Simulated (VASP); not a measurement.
# Eu (Im-3m) in VASP: a series of runs, part 2 of 2

VASP 6.6.1. Earlier steps stand in the parts before.

### 3 Single point, PBEsol, collinear spin, ferromagnetic start (39.55 Å³/atom)

This run uses another cell than the first one, of 39.55 Å³/atom.

INCAR reads:

```
PREC = Accurate ; ENCUT = 600
EDIFF = 1E-6 ; ISMEAR = -1
SIGMA = 0.05 ; LREAL = F
LASPH = T ; NELM = 200
ALGO = Normal ; ISIF = 2
LWAVE = F ; LCHARG = F
ISPIN = 2 ; MAGMOM = 6.97
LORBIT = 11 ; LMAXMIX = 6
GGA = PS ; NBANDS = 18
GGA_COMPAT = F
```

KPOINTS reads:

```
regular mesh
0
Gamma
  14 14 14
```

POSCAR reads:

```
Eu
1.0
   -2.1463632611      2.1463632611      2.1463632611
    2.1463632611     -2.1463632611      2.1463632611
    2.1463632611      2.1463632611     -2.1463632611
Eu
1
Direct
    0.0000000000      0.0000000000      0.0000000000
```

Potentials or basis: VASP PAW PBE potentials, release 64 (Eu).

Started as:

```bash
cat potpaw_PBE.64/Eu/POTCAR > POTCAR
mpirun -np 1 vasp_std > vasp.out
```

OUTCAR:

```text
PREC = Accurate
   ENCUT = 600
   EDIFF = 1E-6
   ISMEAR = -1
   LREAL = F
   LASPH = T
   NELM = 200
   ISIF = 2
   ISPIN = 2
   LORBIT = 11
   GGA = PS

 ion  position               nearest neighbor table
   1  0.000  0.000  0.000-

  LATTYP: Found a body centered cubic cell.
 ALAT       =     4.2927265222

  Lattice vectors:

 A1 = (  -2.1463632611,   2.1463632611,   2.1463632611)
 A2 = (   2.1463632611,  -2.1463632611,   2.1463632611)
 A3 = (   2.1463632611,   2.1463632611,  -2.1463632611)

Analysis of symmetry for initial positions (statically):
=====================================================================
 Subroutine PRICEL returns:
 Original cell was already a primitive cell.

 Routine SETGRP: Setting up the symmetry group for a
 body centered cubic supercell.

 Subroutine GETGRP returns: Found 48 space group operations
 (whereof 48 operations were pure point group operations)
 out of a pool of 48 trial point group operations.

The static configuration has the point symmetry O_h .

Analysis of symmetry for dynamics (positions and initial velocities):
[... 686 lines left out ...]
 spin component 2

 k-point     1 :       0.0000    0.0000    0.0000
  band No.  band energies     occupation
      1     -36.3032      1.00000
      2     -15.5495      1.00000
      3     -15.5495      1.00000
      4     -15.5495      1.00000
      5      -1.4905      1.00000
      6       5.0607      0.00000
[... 493 lines left out ...]
     17       9.3957      0.00000
     18      11.1646      0.00000

 [... further k-points ...]

------------------------ aborting loop because EDIFF is reached ----------------------------------------

  FORCE on cell =-STRESS in cart. coord.  units (eV):
  Direction    XX          YY          ZZ          XY          YZ          ZX
  --------------------------------------------------------------------------------------
  -------------------------------------------------------------------------------------
  Total       -0.2000333     -0.2000333     -0.2000333      0.0000000      0.0000000      0.0000000
  in kB       -8.1029491     -8.1029491     -8.1029491      0.0000000      0.0000000      0.0000000
  external PRESSURE =      -8.1029491 kB  Pullay stress =       0.0000000 kB

 VOLUME and BASIS-vectors are now :
 -----------------------------------------------------------------------------
  energy-cutoff  :      600.00
  volume of cell :       39.55
      direct lattice vectors                 reciprocal lattice vectors
    -2.146363261  2.146363261  2.146363261     0.000000000  0.232952180  0.232952180
     2.146363261 -2.146363261  2.146363261     0.232952180  0.000000000  0.232952180
     2.146363261  2.146363261 -2.146363261     0.232952180  0.232952180  0.000000000

 POSITION                                       TOTAL-FORCE (eV/Angst)
 -----------------------------------------------------------------------------------
      0.00000      0.00000      0.00000        -0.000000     -0.000000      0.000000
 -----------------------------------------------------------------------------------
    total drift:                               -0.000000     -0.000000      0.000000

  FREE ENERGIE OF THE ION-ELECTRON SYSTEM (eV)
  ---------------------------------------------------
  free  energy   TOTEN  =       -11.6843921451 eV

  energy  without entropy=      -11.6717077080  energy(sigma->0) =      -11.67804993

 total charge

# of ion       s       p       d       f       tot
--------------------------------------------------
    1        2.086   5.676   0.323   6.619  14.704

 magnetization (x)

# of ion       s       p       d       f       tot
--------------------------------------------------
    1       -0.001  -0.083   0.129   6.615   6.661
```

stdout:

```text
POSCAR found type information on POSCAR Eu
 POSCAR found :  1 types and       1 ions
 scaLAPACK will be used
 -----------------------------------------------------------------------------
|                                                                             |
|                                                                             |
|     You enforced a specific xc type in the INCAR file but a different       |
|     I HOPE YOU KNOW WHAT YOU ARE DOING!                                     |
|                                                                             |
 -----------------------------------------------------------------------------

 LDA part: xc-table for (Slater+PW92), standard interpolation
 POSCAR, INCAR and KPOINTS ok, starting setup
 FFT: planning ... GRIDC
 FFT: planning ... GRID_SOFT
 FFT: planning ... GRID
 WAVECAR not read
 entering main loop
```

Run time: 6.7 min. Hardware: 1 thread of Intel Xeon 8259CL, shared host; peak memory 0.31 GiB.

Results:

```yaml
Free_energy: -11.6844 eV
Pressure: -0.8 GPa
Net_moment: 7.23 μB per cell
Site_moments: Eu +6.66 μB
Valence_electrons_inside_the_program's_atomic_spheres: Eu 14.70
```

Levels at points of the mesh, in eV from the Fermi level:
Spin up:
```
           k point  band 9  band 10  band 11  band 12  band 13  band 14  band 15  band 16
(0.00, 0.00, 0.00)   -0.35    -0.35    -0.35    -0.31     1.83     1.83     1.83     3.70
(0.50, 0.00, 0.00)   -0.38    -0.37    -0.35    -0.33     0.35     1.05     3.61     4.37
(0.50, 0.50, 0.50)   -0.48    -0.48    -0.31    -0.31    -0.31     5.39     5.39     5.40
```
Spin down:
```csv
k point,band 1,band 2,band 3,band 4,band 5,band 6,band 7,band 8,band 9,band 10
"(0.00, 0.00, 0.00)",-38.51,-17.75,-17.75,-17.75,-3.69,2.86,2.86,2.86,3.86,3.86
"(0.50, 0.00, 0.00)",-38.45,-18.43,-17.97,-17.76,-1.02,1.26,1.79,3.81,4.14,4.21
"(0.50, 0.50, 0.50)",-38.40,-18.22,-18.22,-18.22,-0.46,-0.46,3.92,3.92,3.92,4.05
```

Caveat: the PAW data sets were made with another functional, which shifts forces and pressure a little; spin-orbit coupling is left out, which moves the levels of the heavy elements; semilocal functionals describe open f shells poorly, which spoils levels, moments and volumes.

### 4 Single point, PBEsol, collinear spin, ferromagnetic start (41.07 Å³/atom)

This run uses another cell than the first one, of 41.07 Å³/atom.

INCAR reads:

```
PREC     = Accurate       # precision mode
ENCUT    = 600            # plane-wave cutoff, eV
EDIFF    = 1E-6           # SCF threshold, eV
ISMEAR   = -1             # smearing method
SIGMA    = 0.05           # smearing width, eV
LREAL    = F              # projectors in reciprocal space
LASPH    = T              # aspherical terms in the spheres
NELM     = 200            # most SCF steps
ALGO     = Normal         # electronic algorithm
ISIF     = 2              # what is computed and relaxed
LWAVE    = F              # write WAVECAR
LCHARG   = F              # write CHGCAR
ISPIN    = 2              # spin polarisation
MAGMOM   = 6.97           # initial moments
LORBIT   = 11             # projections on sites
LMAXMIX  = 6              # l up to which the mixer works
GGA      = PS             # functional
NBANDS   = 18             # bands
GGA_COMPAT= F
```

KPOINTS reads:

```
Automatic mesh
0
Gamma
  14 14 14
```

POSCAR reads:

```
Eu
1.0
   -2.1735353009      2.1735353009      2.1735353009
    2.1735353009     -2.1735353009      2.1735353009
    2.1735353009      2.1735353009     -2.1735353009
Eu
1
Direct
    0.0000000000      0.0000000000      0.0000000000
```

Started as:

```bash
cat potpaw_PBE.64/Eu/POTCAR > POTCAR
mpirun -np 1 vasp_std > vasp.out
```

Wall time 6.2 min (1 thread of Intel Xeon 8259CL, shared host); peak memory 0.31 GiB.

The run converged. Its results:

```yaml
Free_energy: -11.6743 eV
Pressure: -1.2 GPa
Net_moment: 7.25 μB per cell
Site_moments: Eu +6.67 μB
Valence_electrons_inside_the_program's_atomic_spheres: Eu 14.70
```

Levels at points of the mesh, in eV from the Fermi level:
Spin up:
```tsv
k point	band 10	band 11	band 12	band 13	band 14	band 15
(0.00, 0.00, 0.00)	-0.36	-0.36	-0.31	1.80	1.80	1.80
(0.50, 0.00, 0.00)	-0.38	-0.36	-0.34	0.37	0.93	3.49
(0.50, 0.50, 0.50)	-0.48	-0.32	-0.32	-0.32	5.16	5.16
```
Spin down:
```
           k point  band 1  band 2  band 3  band 4  band 5  band 6  band 7  band 8  band 9  band 10
(0.00, 0.00, 0.00)  -38.53  -17.82  -17.82  -17.82   -3.66    2.81    2.81    2.81    3.88     3.88
(0.50, 0.00, 0.00)  -38.48  -18.42  -18.01  -17.82   -0.99    1.28    1.66    3.82    4.14     4.20
(0.50, 0.50, 0.50)  -38.44  -18.23  -18.23  -18.23   -0.38   -0.38    3.90    3.90    3.90     4.06
```

Caveat: the PAW data sets were made with another functional, which shifts forces and pressure a little; spin-orbit coupling is left out, which moves the levels of the heavy elements; semilocal functionals describe open f shells poorly, which spoils levels, moments and volumes. The state reached can hang on the start; a lower one may exist.

### 5 Overview

```tsv
cell	gap on the mesh (eV)	pressure (GPa)	moment (μB)
a = 3.669 Å, angles 109.5°, 1 atom	none	-0.2	7.21
a = 3.718 Å, angles 109.5°, 1 atom	none	-0.8	7.23
a = 3.765 Å, angles 109.5°, 1 atom	none	-1.2	7.25
```

Alike in all rows: task single point; level PBEsol; potentials or basis VASP PAW PBE potentials, release 64 (Eu); spin collinear, ferromagnetic start; k mesh 14 × 14 × 14; cutoff (eV) 600; smearing fermi-dirac 0.05 eV.

Caveats: the PAW data sets were made with another functional, which shifts forces and pressure a little; spin-orbit coupling is left out, which moves the levels of the heavy elements; semilocal functionals describe open f shells poorly, which spoils levels, moments and volumes.

Absolute energies hang on the potentials; compare differences alone.
